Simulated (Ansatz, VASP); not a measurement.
# Cd: VASP beside Ansatz

```
CELL_PARAMETERS angstrom
2.94421 0.00000 0.00000
-1.47211 2.54976 0.00000
0.00000 0.00000 5.38590
ATOMIC_POSITIONS crystal
Cd 0.33333 0.66667 0.25000
Cd 0.66667 0.33333 0.75000
```

Change from the starting cell: strain along c alone, the other axes held, atoms relaxed: -4.0 %.

Alike in both runs: task single point; functional PBEsol; k mesh 24 × 24 × 10; occupations gaussian, width 0.1 eV; no spin polarisation.

```csv
,VASP,Ansatz
version,VASP 6.6.1,Ansatz 0.2.0
potentials or method,"VASP PAW PBE potentials, release 64 (Cd), cutoff 520 eV","scalar-relativistic, plane waves, PAW"
valence electrons in the cell,24,40
```

```csv
,VASP,Ansatz,Ansatz less VASP
gap on the k mesh at the Fermi level (eV),none,none,-
pressure (GPa),2.6,2.1,-0.49
"traceless stress, the component that is largest in VASP (GPa)",0.31,0.44,+0.133
```

VASP's potentials were made for PBE, not for PBEsol. A gap of «none» marks a metal or a gap that the smearing closes. VASP's potentials hold 24 valence electrons a cell and Ansatz's 40, so a difference there can come from the potentials and not from the codes.
